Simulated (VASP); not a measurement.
The system is ZrB.

```
Zr B
1.0
     0.00000    2.32500    2.32500
     2.32500    0.00000    2.32500
     2.32500    2.32500    0.00000
Zr B
1 1
Direct
  0.00000 0.00000 0.00000
  0.50000 0.50000 0.50000
```

- Program: VASP 6.6.1
- Task: relaxation of cell and atoms
- Functional: revPBE
- Dispersion: D4
- Potentials or basis: VASP PAW PBE potentials, release 64 (Zr_sv, B)
- Cutoff: 600 eV
- k mesh: 10 × 10 × 10
- Occupations: fermi-dirac, width 0.05 eV
- Spin: no spin polarisation

At the start: pressure 28.6 GPa; volume 12.57 Å³/atom.

Question: Where does the relaxation end?

Answer: Over 4 steps the energy falls by 143.5 meV/atom and the volume is 14.37 Å³/atom (+14.4 %); space group Fm-3m (No. 225, to 0.05 Å).

The path:
```
step  energy change (eV)  largest force (eV/Å)  pressure (GPa)  volume (Å³)
   1              0.0000                0.0000           28.58        25.14
   2              0.1155                0.0000          -20.35        34.21
   3             -0.2866                0.0000           -0.82        28.87
   4             -0.2869                0.0000           -0.11        28.74
```

Final structure:
```cif
data_structure
_symmetry_space_group_name_H-M 'P 1'
_symmetry_Int_Tables_number 1
_cell_length_a 3.4384
_cell_length_b 3.4384
_cell_length_c 3.4384
_cell_angle_alpha 60.000
_cell_angle_beta 60.000
_cell_angle_gamma 60.000
_cell_volume 28.74
loop_
_atom_site_label
_atom_site_type_symbol
_atom_site_fract_x
_atom_site_fract_y
_atom_site_fract_z
_atom_site_occupancy
Zr1 Zr 0.00000 0.00000 0.00000 1
B1 B 0.50000 0.50000 0.50000 1
```

Caveat: the PAW data sets were made with another functional, which shifts forces and pressure a little; the volume moved by +14 % from the deposited cell, more than functionals usually miss; pairwise dispersion overbinds metals, which lowers pressure and volume.
